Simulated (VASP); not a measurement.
Write the native input for VASP 6.6.1 that does the following.

```yaml
Task: single point
Functional: r2SCAN0
Potentials_or_basis: VASP PAW PBE potentials, release 64 (Ba_sv, S)
Cutoff: 520 eV
k_mesh: 4 × 4 × 4
Occupations: gaussian, width 0.01 eV
Spin: no spin polarisation
Dipole_correction: no
Grid_for_exact_exchange_PRECFOCK: Normal
Further_INCAR_settings: ALGO = Normal; EDIFF = 1e-07; NBANDS = 15
Share_of_exact_exchange: 0.25
```

Crystal: BaS.

```
Ba S
1.0
     0.00000    3.51941    3.51941
     3.51941    0.00000    3.51941
     3.51941    3.51941    0.00000
Ba S
1 1
Direct
  0.00000 0.00000 0.00000
  0.25000 0.25000 0.25000
```

These files were run (other wordings do the same):

POSCAR

```
BaS
1.0
    0.0000000000      3.5194117709      3.5194117709
    3.5194117709      0.0000000000      3.5194117709
    3.5194117709      3.5194117709      0.0000000000
Ba S
1 1
Direct
    0.0000000000      0.0000000000      0.0000000000
    0.2500000000      0.2500000000      0.2500000000
```

INCAR.step1

```
PREC     = Accurate       # precision mode
ENCUT    = 520            # plane-wave cutoff, eV
EDIFF    = 1E-5           # SCF threshold, eV
ISMEAR   = 0              # smearing method
SIGMA    = 0.01           # smearing width, eV
LREAL    = False          # projectors in reciprocal space
LASPH    = True           # aspherical terms in the spheres
NELM     = 80             # most SCF steps
ALGO     = Normal         # electronic algorithm
ISIF     = 2              # what is computed and relaxed
LWAVE    = True           # write WAVECAR
LCHARG   = False          # write CHGCAR
NBANDS   = 15             # bands
GGA      = PE             # functional
```

INCAR.step2

```
PREC     = Accurate       # precision mode
ENCUT    = 520            # plane-wave cutoff, eV
EDIFF    = 1E-7           # SCF threshold, eV
ISMEAR   = 0              # smearing method
SIGMA    = 0.01           # smearing width, eV
LREAL    = False          # projectors in reciprocal space
LASPH    = True           # aspherical terms in the spheres
NELM     = 80             # most SCF steps
ALGO     = Normal         # electronic algorithm
ISIF     = 2              # what is computed and relaxed
LWAVE    = False          # write WAVECAR
LCHARG   = False          # write CHGCAR
METAGGA  = R2SCAN         # meta-GGA
LHFCALC  = True           # exact exchange
AEXX     = 0.25           # exact-exchange fraction
LMIXTAU  = True         
PRECFOCK = Normal       
NBANDS   = 15             # bands
ISTART   = 1
```

KPOINTS

```
Automatic mesh
0
Gamma
  4 4 4
```

Potentials or basis: VASP PAW PBE potentials, release 64 (Ba_sv, S).

Launch:

```sh
$ cat potpaw_PBE.64/Ba_sv/POTCAR potpaw_PBE.64/S/POTCAR > POTCAR
$ cp INCAR.step1 INCAR
$ mpirun -np 1 vasp_std > vasp.out
$ cp INCAR.step2 INCAR
$ mpirun -np 1 vasp_std > vasp.out
```

Results of the run:

```
Pressure               : 0.2 GPa
Band gap on the k mesh : 4.48 eV (least direct gap 5.18 eV)
```

Caveat: the PAW data sets were made with another functional, which shifts forces and pressure a little; spin-orbit coupling is left out, which moves the levels of the heavy elements.

It took 15 min on 1 thread of Intel(R) Xeon(R) Platinum 8488C (Sapphire Rapids), with other jobs on the host, peak memory 0.27 GiB.
